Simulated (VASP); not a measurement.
Wanted: the native input for a VASP 6.6.1 run.

```
Task                   : relaxation of cell and atoms
Functional             : PBEsol
Potentials or basis    : VASP PAW PBE potentials, release 64 (Sr_sv)
Cutoff                 : 600 eV
k mesh                 : 12 × 12 × 12
Occupations            : gaussian, width 0.1 eV
Spin                   : no spin polarisation
Dipole correction      : no
Further INCAR settings : ALGO = Fast; EDIFF = 1e-07; IBRION = 2; EDIFFG = -0.005; NSW = 100; ISIF = 3
```

The structure of Sr lies in POSCAR:

```
Sr
1.0
   -2.3648849949      2.3648849949      2.3648849949
    2.3648849949     -2.3648849949      2.3648849949
    2.3648849949      2.3648849949     -2.3648849949
Sr
1
Direct
    0.0000000000      0.0000000000      0.0000000000
```

One way to write it, as run:

INCAR

```
SYSTEM = Sr
  PREC = Accurate
  ENCUT = 600
  EDIFF = 1E-7
  ISMEAR = 0
  SIGMA = 0.1
  LREAL = .FALSE.
  LASPH = .TRUE.
  NELM = 60
  ALGO = Fast
  ISIF = 3
  LWAVE = .FALSE.
  LCHARG = .FALSE.
  GGA = PS
  IBRION = 2
  NSW = 100
  EDIFFG = -0.005
```

KPOINTS

```
regular mesh
0
G
  12 12 12
  0 0 0
```

Potentials or basis: VASP PAW PBE potentials, release 64 (Sr_sv).

Run with:

```sh
$ cat potpaw_PBE.64/Sr_sv/POTCAR > POTCAR
$ mpirun -np 1 vasp_std > vasp.out
```

It gave:

The relaxed volume is 50.99 Å³/atom. The relaxed cell is a = 4.046 Å, b = 4.046 Å, c = 4.046 Å, α = 109.47°, β = 109.47°, γ = 109.47° and the space group after relaxing (to 0.05 Å) is Im-3m (No. 229). The energy gained by relaxing is 2.7 meV/atom, the ionic steps are 3 and the pressure after relaxing is 0.0 GPa. The band gap on the k mesh is zero (band 5 reaches 2.12 eV, above the bottom of band 6 at 1.52 eV).

Caveat: the PAW data sets were made with another functional, which shifts forces and pressure a little.

It took 4.1 min on 1 thread of AMD EPYC 7R43 64-Core Processor (Zen 3), on a shared host, peak memory 0.22 GiB.
